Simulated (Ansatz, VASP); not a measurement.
**PbO in VASP and in Ansatz**

```
CELL_PARAMETERS angstrom
0.00000 2.50538 2.50538
2.50538 0.00000 2.50538
2.50538 2.50538 0.00000
ATOMIC_POSITIONS crystal
Pb 0.00000 0.00000 0.00000
O 0.50000 0.50000 0.50000
```

Change from the starting cell: hydrostatic strain -3.9%.

Alike in both runs: task single point; functional r2SCAN; k mesh 8 × 8 × 8; occupations fermi-dirac, width 0.02 eV; no spin polarisation.

|  | VASP | Ansatz |
| --- | --- | --- |
| version | VASP 6.6.1 | Ansatz 0.2.0 |
| potentials or method | VASP PAW PBE potentials, release 64 (Pb_d, O) | plane waves, PAW |
| plane-wave cutoff (eV) | 660 | 500 |
| valence electrons in the cell | 20 | 20 |

|  | VASP | Ansatz | Ansatz less VASP |
| --- | --- | --- | --- |
| gap on the k mesh at the Fermi level (eV) | 0.80 | 0.80 | +0.003 |
| pressure (GPa) | 15.6 | 15.4 | -0.25 |

VASP's potentials were made for PBE, not for r2SCAN. The functional is the same, so the differences come from potentials, cutoffs and numerics.

Neither program's run includes spin-orbit coupling.
